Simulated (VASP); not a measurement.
# WS2 (Tungstenite) (R3m) in VASP: settings compared, part 2 of 2

VASP 6.6.1. Earlier steps stand in the parts before.

## (3) Single point, LDA (volume scaled by 1.06)

File INCAR:

```
ALGO = Normal
EDIFF = 1E-6
ENCUT = 520
GGA = CA
ISIF = 2
ISMEAR = -1
LASPH = True
LCHARG = True
LELF = True
LREAL = False
LVHAR = True
LWAVE = False
NBANDS = 20
NELM = 100
PREC = Accurate
SIGMA = 0.05
```

File KPOINTS:

```
k-points
0
Gamma
  10 10 10
```

File POSCAR:

```
WS2
1.0
    1.6099686466      0.9295158316      6.2842136955
   -1.6099686466      0.9295158316      6.2842136955
    0.0000000000     -1.8590316630      6.2842136955
W S
1 2
Direct
    0.0000000000      0.0000000000      0.0000000000
    0.5810000000      0.5810000000      0.5810000000
    0.7503000000      0.7503000000      0.7503000000
```

Potentials or basis: VASP PAW LDA potentials, release 64 (W_sv, S).

Command:

```sh
$ cat potpaw_LDA.64/W_sv/POTCAR potpaw_LDA.64/S/POTCAR > POTCAR
$ mpirun -np 1 vasp_std > vasp.out
```

OUTCAR:

```text
EDIFF = 1E-6
   ENCUT = 520
   GGA = CA
   ISIF = 2
   ISMEAR = -1
   LASPH = True
   LREAL = False
   NELM = 100
   PREC = Accurate

 ion  position               nearest neighbor table
   1  0.000  0.000  0.000-   3 2.44   3 2.44   3 2.44   2 2.46   2 2.46   2 2.46
   2  0.581  0.581  0.581-   1 2.46   1 2.46   1 2.46
   3  0.750  0.750  0.750-   1 2.44   1 2.44   1 2.44

  LATTYP: Found a trigonal (rhomboedric) cell.
 ALAT       =     6.5534220446
 COS(alpha) =     0.8792940837

  Lattice vectors:

 A1 = (   1.6099686466,   0.9295158316,   6.2842136955)
 A2 = (  -1.6099686466,   0.9295158316,   6.2842136955)
 A3 = (   0.0000000000,  -1.8590316630,   6.2842136955)

Analysis of symmetry for initial positions (statically):
=====================================================================
 Subroutine PRICEL returns:
 Original cell was already a primitive cell.

 Routine SETGRP: Setting up the symmetry group for a
 trigonal (rhombohedral) supercell.

 Subroutine GETGRP returns: Found  6 space group operations
 (whereof  6 operations were pure point group operations)
 out of a pool of 12 trial point group operations.

The static configuration has the point symmetry C_3v.

Analysis of symmetry for dynamics (positions and initial velocities):
=====================================================================
 Subroutine PRICEL returns:
 Original cell was already a primitive cell.

 Routine SETGRP: Setting up the symmetry group for a
 trigonal (rhombohedral) supercell.

 Subroutine GETGRP returns: Found  6 space group operations
 (whereof  6 operations were pure point group operations)
 out of a pool of 12 trial point group operations.

The dynamic configuration has the point symmetry C_3v.

 Subroutine INISYM returns: Found  6 space group operations
 (whereof  6 operations are pure point group operations),
 and found     1 'primitive' translations

----------------------------------------------------------------------------------------

                                     Primitive cell

  volume of cell :      56.4256

  direct lattice vectors                    reciprocal lattice vectors
     1.609968647  0.929515832  6.284213696     0.310565054  0.179304818  0.053042966
    -1.609968647  0.929515832  6.284213696    -0.310565054  0.179304818  0.053042966
     0.000000000 -1.859031663  6.284213696     0.000000000 -0.358609635  0.053042966

  length of vectors
     6.553422045  6.553422045  6.553422045     0.362511278  0.362511278  0.362511278

  position of ions in fractional coordinates (direct lattice)
     0.000000000  0.000000000  0.000000000
     0.581000000  0.581000000  0.581000000
     0.750300000  0.750300000  0.750300000

  ion indices of the primitive-cell ions
   primitive index   ion index
                 1           1
                 2           2
                 3           3

----------------------------------------------------------------------------------------

 KPOINTS: k-points

Automatic generation of k-mesh.
 Grid dimensions read from file:
 generate k-points for:   10   10   10

 Generating k-lattice:

  Cartesian coordinates                     Fractional coordinates (reciprocal lattice)
     0.031056505  0.017930482  0.005304297     0.100000000  0.000000000  0.000000000
    -0.031056505  0.017930482  0.005304297     0.000000000  0.100000000  0.000000000
     0.000000000 -0.035860964  0.005304297     0.000000000  0.000000000  0.100000000

  Length of vectors
     0.036251128  0.036251128  0.036251128

  Shift w.r.t. Gamma in fractional coordinates (k-lattice)
     0.000000000  0.000000000  0.000000000

 Subroutine IBZKPT returns following result:
 ===========================================

 Found    116 irreducible k-points:

 Following reciprocal coordinates:
            Coordinates               Weight
  0.000000  0.000000  0.000000      1.000000
  0.100000  0.000000  0.000000      6.000000
  0.200000  0.000000  0.000000      6.000000
  0.300000  0.000000  0.000000      6.000000
  0.400000  0.000000  0.000000      6.000000
  0.500000  0.000000  0.000000      3.000000
[... 16 lines left out ...]
  0.300000  0.300000 -0.000000      6.000000
  0.400000  0.300000 -0.000000     12.000000
 [... further k-points ...]
   k-points           NKPTS =    116   k-points in BZ     NKDIM =    116   number of bands    NBANDS=     20
   number of dos      NEDOS =    301   number of ions     NIONS =      3
   total plane-waves  NPLWV = 125000
   dimension x,y,z NGX =    50 NGY =   50 NGZ =   50
   dimension x,y,z NGXF=   100 NGYF=  100 NGZF=  100
   ions per type =               1   2
   NGX,Y,Z   is equivalent  to a cutoff of  12.68, 12.68, 12.68 a.u.
   NGXF,Y,Z  is equivalent  to a cutoff of  25.37, 25.37, 25.37 a.u.
 SYSTEM =  unknown system
   PREC   = accura    normal or accurate (medium, high low for compatibility)
   ISTART =      0    job   : 0-new  1-cont  2-samecut
   ICHARG =      2    charge: 1-file 2-atom 10-const
   ISPIN  =      1    spin polarized calculation?
   LNONCOLLINEAR =      F non collinear calculations
   LSORBIT =      F    spin-orbit coupling
   LASPH  =      T    aspherical Exc in radial PAW
   ENCUT  =  520.0 eV  38.22 Ry    6.18 a.u.  12.19 12.19 12.19*2*pi/ulx,y,z
   NELM   =    100;   NELMIN=  2; NELMDL= -5     # of ELM steps
   EDIFF  = 0.1E-05   stopping-criterion for ELM
   LREAL  =      F    real-space projection
   EDIFFG = 0.1E-04   stopping-criterion for IOM
   NSW    =      0    number of steps for IOM
   IBRION =     -1    ionic relax: 0-MD 1-quasi-New 2-CG
   NFREE  =      0    steps in history (QN), initial steepest desc. (CG)
   ISIF   =      2    stress and relaxation
   ISYM   =      2    0-nonsym 1-usesym 2-fastsym
   POTIM  = 0.5000    time-step for ionic-motion
   TEBEG  =    0.0;   TEEND  =   0.0 temperature during run
   PSTRESS=    0.0 pullay stress
   NELECT =      26.0000    total number of electrons
   NUPDOWN=      -1.0000    fix difference up-down
   EMIN   =  10.00;   EMAX   =-10.00  energy-range for DOS
   EFERMI =   0.00;   METHOD = LEGACY
   ISMEAR =    -1;   SIGMA  =   0.05  broadening in eV -4-tet -1-fermi 0-gaus
   EFERMI_NEDOS =   21; number of points for ismear=-14 and -15
   IALGO  =     38    algorithm
   IMIX   =      4    mixing-type and parameters
     AMIX     =   0.40;   BMIX     =  1.00
     AMIX_MAG =   1.60;   BMIX_MAG =  1.00
  volume/ion in A,a.u.               =      18.81       126.93
  Fermi-wavevector in a.u.,A,eV,Ry     =   1.264466  2.389494 21.754004  1.598874
  Thomas-Fermi vector in A             =   2.397770
   LORBIT       =      0    0 simple, 1 ext, 2 COOP (PROOUT), +10 PAW based schemes
   GGA     = CA    functional components
   LHFCALC =     F    Hartree Fock is set to
   AEXX    =    0.0000 exact exchange contribution
   IVDW    =     0    specifies the selected vdW correction
   LEPSILON=     F    determine dielectric tensor
   LRPA    =     F    only Hartree local field effects (RPA)
 non-spin polarized calculation
  energy-cutoff  :      520.00
  volume of cell :       56.43
 maximum number of plane-waves:      1539
 NGX is ok and might be reduce to    50
   NGX = 25   NGY = 25   NGZ = 25

 number of electron      25.9999998 magnetization

 Free energy of the ion-electron system (eV)
  ---------------------------------------------------
  ext. energy  EPLUGINS =         0.00000000
  ---------------------------------------------------
  free energy    TOTEN  =       -26.09031225 eV

  energy without entropy =      -26.09031185  energy(sigma->0) =      -26.09031205

 E-fermi :   7.0359     XC(G=0): -10.9622

 val. band max:        6.5662730261   @ k =   0.5000   0.5000   0.5000
 cond. band min:       7.6107579498   @ k =  -0.2000   0.2000   0.0000
 fundamental gap:      1.0444849237
 Fermi energy:         7.0359247670

 k-point     1 :       0.0000    0.0000    0.0000
  band No.  band energies     occupation
      1     -67.6632      2.00000
      2     -32.1263      2.00000
      3     -31.9903      2.00000
      4     -31.9903      2.00000
      5      -8.5330      2.00000
      6      -6.7364      2.00000
[... 12 lines left out ...]
     19      14.1513      0.00000
     20      14.8041      0.00000
[... 507 lines left out ...]
 k-point    24 :       0.4000    0.3000   -0.0000
  band No.  band energies     occupation
      1     -67.6514      2.00000
      2     -32.2209      2.00000
      3     -32.0828      2.00000
      4     -32.0603      2.00000
      5      -6.8769      2.00000
      6      -6.3080      2.00000
[... 12 lines left out ...]
     19      13.7600      0.00000
     20      14.8370      0.00000

 [... further k-points ...]
[... 5 lines left out ...]
  --------------------------------------------------------------------------------------
  -------------------------------------------------------------------------------------
  Total       -4.0431945     -4.0431945     -4.1556701      0.0000000     -0.0000000     -0.0000000
  in kB     -114.8044733   -114.8044733   -117.9981605      0.0000000     -0.0000000     -0.0000000
  external PRESSURE =    -115.8690357 kB  Pullay stress =       0.0000000 kB

 VOLUME and BASIS-vectors are now :
 -----------------------------------------------------------------------------
  energy-cutoff  :      520.00
  volume of cell :       56.43
      direct lattice vectors                 reciprocal lattice vectors
     1.609968647  0.929515832  6.284213696     0.310565054  0.179304818  0.053042966
    -1.609968647  0.929515832  6.284213696    -0.310565054  0.179304818  0.053042966
     0.000000000 -1.859031663  6.284213696     0.000000000 -0.358609635  0.053042966

 POSITION                                       TOTAL-FORCE (eV/Angst)
 -----------------------------------------------------------------------------------
      0.00000      0.00000      0.00000         0.000000     -0.000000     -0.510160
      0.00000      0.00000     10.95338         0.000000      0.000000      1.417509
      0.00000      0.00000     14.14514         0.000000     -0.000000     -0.907348
 -----------------------------------------------------------------------------------
    total drift:                                0.000000     -0.000000      0.000054

  FREE ENERGIE OF THE ION-ELECTRON SYSTEM (eV)
  ---------------------------------------------------
  free  energy   TOTEN  =       -26.0903122528 eV

  energy  without entropy=      -26.0903118538  energy(sigma->0) =      -26.09031205
```

OSZICAR:

```text
N       E                     dE             d eps       ncg     rms          rms(c)
DAV:   1     0.194616790063E+03    0.19462E+03   -0.12903E+04  4640   0.128E+03
DAV:   2    -0.171797285505E+02   -0.21180E+03   -0.20487E+03  5468   0.338E+02
DAV:   3    -0.274226276737E+02   -0.10243E+02   -0.10133E+02  5784   0.699E+01
DAV:   4    -0.275736155284E+02   -0.15099E+00   -0.15088E+00  5644   0.926E+00
DAV:   5    -0.275762285263E+02   -0.26130E-02   -0.26129E-02  5848   0.127E+00    0.243E+01
DAV:   6    -0.263424178730E+02    0.12338E+01   -0.75069E+00  5072   0.175E+01    0.962E+00
DAV:   7    -0.261647639425E+02    0.17765E+00   -0.18753E+00  4932   0.760E+00    0.540E+00
DAV:   8    -0.260920591541E+02    0.72705E-01   -0.31972E-01  5384   0.361E+00    0.100E+00
DAV:   9    -0.260907775710E+02    0.12816E-02   -0.12213E-02  5660   0.752E-01    0.427E-01
DAV:  10    -0.260903316313E+02    0.44594E-03   -0.31516E-03  5536   0.405E-01    0.721E-02
DAV:  11    -0.260903138580E+02    0.17773E-04   -0.45580E-04  5216   0.137E-01    0.511E-02
DAV:  12    -0.260903113950E+02    0.24630E-05   -0.40889E-05  5488   0.486E-02    0.125E-02
DAV:  13    -0.260903122528E+02   -0.85779E-06   -0.42309E-06  4768   0.146E-02
   1 F= -.26090312E+02 E0= -.26090312E+02  d E =-.398987E-06
```

Run time: 5.5 min. Hardware: 1 thread of Intel Xeon Platinum 8259CL at 2.50GHz (Skylake/Cascade Lake), shared host; peak memory 0.35 GiB.

What came out:

```yaml
Free_energy: -26.0903 eV
Pressure: -11.6 GPa
Largest_force: 1.418 eV/Å
Band_gap_on_the_k_mesh: 1.04 eV, indirect (least direct gap 2.06 eV)
```

Forces on the atoms (eV/Å):
```
W    0.000  0.000 -0.510
S    0.000  0.000  1.418
S    0.000  0.000 -0.907
```

Stress tensor (GPa, compression positive):
```
-11.48   0.00   0.00
  0.00 -11.48   0.00
  0.00   0.00 -11.80
```

Caveat: the cell differs from its parent crystal (volume scaled by 1.06); spin-orbit coupling is left out, which moves the levels of the heavy elements; forces of over 1 eV/Å act on the atoms, so gaps and moduli don't describe the material at rest. A k mesh can miss the band edges.

## (4) Single point, LDA

This run uses another cell than the first one, of 16.68 Å³/atom, 0.904 times its volume.

File INCAR:

```
SYSTEM = WS2
PREC = Accurate ; ENCUT = 520
EDIFF = 1E-7 ; ISMEAR = -1
SIGMA = 0.05 ; LREAL = .False.
LASPH = .True. ; NELM = 100
ALGO = Normal ; ISIF = 2
LWAVE = .False. ; LCHARG = .False.
NBANDS = 20
```

File KPOINTS:

```
regular mesh
0
Gamma
  10 10 10
  0 0 0
```

File POSCAR:

```
WS2
1.0
    1.5467664657      0.8930260354      6.0375157167
   -1.5467664657      0.8930260354      6.0375157167
    0.0000000000     -1.7860520706      6.0375157167
W S
1 2
Direct
    0.0000000000      0.0000000000      0.0000000000
    0.5810000000      0.5810000000      0.5810000000
    0.7503000000      0.7503000000      0.7503000000
```

Command:

```sh
$ cat potpaw_LDA.64/W_sv/POTCAR potpaw_LDA.64/S/POTCAR > POTCAR
$ mpirun -np 1 vasp_std > vasp.out
```

Wall time 3.7 min (1 thread of Intel Xeon Platinum 8259CL at 2.50GHz (Skylake/Cascade Lake), shared host); peak memory 0.32 GiB.

The run converged. Its results:

- Free energy: -26.1964 eV
- Pressure: 8.3 GPa
- Largest force: 1.293 eV/Å
- Band gap on the k mesh: 0.92 eV, indirect (least direct gap 2.37 eV)

Forces on the atoms (eV/Å):
```
W    0.000  0.000 -0.678
S    0.000  0.000 -0.615
S    0.000  0.000  1.293
```

Stress tensor (GPa, compression positive):
```
7.78 0.00 0.00
0.00 7.78 0.00
0.00 0.00 9.28
```

Levels at points of the mesh, in eV from the valence-band top:
```csv
k point,band 11,band 12,band 13,band 14,band 15,band 16
"(0.00, 0.00, 0.00)",-2.49,-1.67,-1.43,2.24,2.24,2.71
"(0.50, 0.00, 0.00)",-2.70,-1.91,-1.87,2.40,2.64,3.67
"(0.50, 0.50, 0.00)",-3.40,-2.09,-1.68,2.34,2.77,3.26
"(0.50, 0.50, 0.50)",-2.45,-2.45,0.00,2.37,2.37,2.52
```

Caveat: spin-orbit coupling is left out, which moves the levels of the heavy elements; forces of over 1 eV/Å act on the atoms, so gaps and moduli don't describe the material at rest. A k mesh can miss the band edges.

## (5) Single point, r2SCAN

This run uses another cell than the first one, of 17.74 Å³/atom, 0.962 times its volume.

File POSCAR:

```
WS2
1.0
    1.5790000000      0.9116360751      6.1633333333
   -1.5790000000      0.9116360751      6.1633333333
    0.0000000000     -1.8232721501      6.1633333333
W S
1 2
Direct
    0.0000000000      0.0000000000      0.0000000000
    0.5810000000      0.5810000000      0.5810000000
    0.7503000000      0.7503000000      0.7503000000
```

File INCAR.step1:

```
  PREC = Accurate
  ENCUT = 520
  ISMEAR = -1
  SIGMA = 0.05
  LREAL = F
  LASPH = T
  NELM = 60
  NBANDS = 20
  GGA = PE
  ALGO = Normal
  EDIFF = 1E-4
  LWAVE = T
  LCHARG = F
```

File INCAR.step2:

```
  PREC = Accurate
  ENCUT = 520
  EDIFF = 1E-6
  ISMEAR = -1
  SIGMA = 0.05
  LREAL = F
  LASPH = T
  NELM = 60
  ALGO = Normal
  ISIF = 2
  LWAVE = F
  LCHARG = F
  METAGGA = R2SCAN
  LMIXTAU = T
  NBANDS = 20
  ISTART = 1
```

File KPOINTS:

```
Automatic mesh
0
Gamma
  10 10 10
```

Potentials or basis: VASP PAW PBE potentials, release 64 (W_sv, S).

Command:

```sh
$ cat potpaw_PBE.64/W_sv/POTCAR potpaw_PBE.64/S/POTCAR > POTCAR
$ cp INCAR.step1 INCAR
$ mpirun -np 1 vasp_std > vasp.out
$ cp INCAR.step2 INCAR
$ mpirun -np 1 vasp_std > vasp.out
```

Run time: 15 min. Hardware: 1 thread of Intel Xeon Platinum 8259CL at 2.50GHz (Skylake/Cascade Lake), shared host; peak memory 0.43 GiB.

It converged, with:

- Free energy: -70.0465 eV
- Pressure: 2.8 GPa
- Largest force: 0.621 eV/Å
- Band gap on the k mesh: 1.19 eV, indirect (least direct gap 2.37 eV)

Forces on the atoms (eV/Å):
```
W    0.000  0.000 -0.621
S    0.000  0.000  0.342
S    0.000  0.000  0.279
```

Stress tensor (GPa, compression positive):
```
3.18 0.00 0.00
0.00 3.18 0.00
0.00 0.00 1.97
```

Levels at points of the mesh, in eV from the valence-band top:
```
           k point  band 9  band 10  band 11  band 12  band 13  band 14  band 15  band 16  band 17  band 18
(0.00, 0.00, 0.00)   -3.73    -2.44    -2.44    -1.71    -1.24     2.33     2.33     2.67     2.67     5.24
(0.50, 0.00, 0.00)   -5.55    -4.38    -2.76    -1.98    -1.81     2.44     2.75     3.94     4.07     4.75
(0.50, 0.50, 0.00)   -5.24    -4.30    -3.38    -2.19    -1.64     2.39     2.88     3.51     4.58     5.37
(0.50, 0.50, 0.50)   -3.74    -3.74    -2.41    -2.41     0.00     2.44     2.44     2.51     2.51     5.43
```

Caveat: the PAW data sets were made with another functional, which shifts forces and pressure a little; spin-orbit coupling is left out, which moves the levels of the heavy elements.

## (6) Summary

| level | potentials or basis | cell | gap on the mesh (eV) | pressure (GPa) | largest force (eV/Å) |
| --- | --- | --- | --- | --- | --- |
| LDA | VASP PAW LDA potentials, release 64 (W_sv, S) | a = 6.512 Å, angles 28.4°, 3 atoms | 1.03 | -9.1 | 1.14 |
| LDA | VASP PAW LDA potentials, release 64 (W_sv, S) | a = 6.553 Å, angles 28.4°, 3 atoms | 1.04 | -11.6 | 1.42 |
| LDA | VASP PAW LDA potentials, release 64 (W_sv, S) | a = 6.296 Å, angles 28.4°, 3 atoms | 0.92 | 8.3 | 1.29 |
| r2SCAN | VASP PAW PBE potentials, release 64 (W_sv, S) | a = 6.427 Å, angles 28.4°, 3 atoms | 1.19 | 2.8 | 0.62 |

Alike in all rows: task single point; no spin polarisation; k mesh 10 × 10 × 10; cutoff (eV) 520; smearing fermi-dirac 0.05 eV.

Caveats: spin-orbit coupling is left out, which moves the levels of the heavy elements; forces of over 1 eV/Å act on the atoms, so gaps and moduli don't describe the material at rest (some runs); the PAW data sets were made with another functional, which shifts forces and pressure a little (some runs).

Total energies depend on the potentials used, so only differences within one code and one set of settings carry meaning.
